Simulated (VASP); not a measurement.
Input of a VASP 6.6.1 run:

INCAR

```
  ALGO = Normal
  EDIFF = 1E-7
  ENCUT = 520
  ISIF = 2
  ISMEAR = 0
  LASPH = T
  LCHARG = T
  LELF = T
  LREAL = F
  LVHAR = T
  LWAVE = F
  NBANDS = 11
  NELM = 100
  PREC = Accurate
  SIGMA = 0.05
```

File KPOINTS:

```
k-points
0
Gamma
  12 12 12
```

The input POSCAR:

```
SiC
1.0
   -0.9130227875      1.8260455750      1.8260455750
    1.8260455750     -0.9130227875      1.8260455750
    1.8260455750      1.8260455750     -0.9130227875
Si C
1 1
Direct
    0.0000000000      0.0000000000      0.0000000000
    0.7500000000      0.7500000000      0.7500000000
```

Potentials or basis: VASP PAW LDA potentials, release 64 (Si, C).

Command:

```bash
$ cat potpaw_LDA.64/Si/POTCAR potpaw_LDA.64/C/POTCAR > POTCAR
$ mpirun -np 1 vasp_std > vasp.out
```

Task: What does it give for the largest force?

Result: 61.092 eV/Å.

Task: What does it give for the band gap on the k mesh?

Result: Zero (band 4 reaches 8.67 eV, above the bottom of band 5 at 7.67 eV).

Task: Predict the pressure.

Result: 178.5 GPa.

Stress tensor (GPa, compression positive):
```
178.52 203.08 203.08
203.08 178.52 203.08
203.08 203.08 178.52
```

Caveat: forces of over 1 eV/Å act on the atoms, so gaps and moduli don't describe the material at rest.
